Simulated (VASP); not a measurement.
Here is a VASP 6.6.1 calculation.

INCAR

```
PREC = Accurate ; ENCUT = 520
EDIFF = 1E-7 ; ISMEAR = -1
SIGMA = 0.05 ; LREAL = F
LASPH = T ; NELM = 100
ALGO = Normal ; ISIF = 2
LWAVE = F ; LCHARG = F
GGA = PS ; NBANDS = 34
```

Contents of KPOINTS:

```
Automatic mesh
0
Gamma
  11 11 3
```

The input POSCAR:

```
Tc
1.0
    2.7209698021      0.0000000000      0.0000000000
   -1.3604849010      2.3564289715      0.0000000000
    0.0000000000      0.0000000000      8.7108257240
Tc
4
Direct
    0.6666666667      0.3333333333      0.7500000000
    0.0000000000      0.0000000000      0.5000000000
    0.3333333333      0.6666666667      0.2500000000
    0.0000000000      0.0000000000      0.0000000000
```

Potentials or basis: VASP PAW PBE potentials, release 64 (Tc_pv).

Command:

```bash
$ cat potpaw_PBE.64/Tc_pv/POTCAR > POTCAR
$ mpirun -np 1 vasp_std > vasp.out
```

(1) What does it give for the pressure?

(2) Estimate the band gap on the k mesh.

## Answers

(1) 0.5 GPa.

(2) zero (bands 26 and 27 overlap by 2.99 eV).

Caveat: the PAW data sets were made with another functional, which shifts forces and pressure a little.
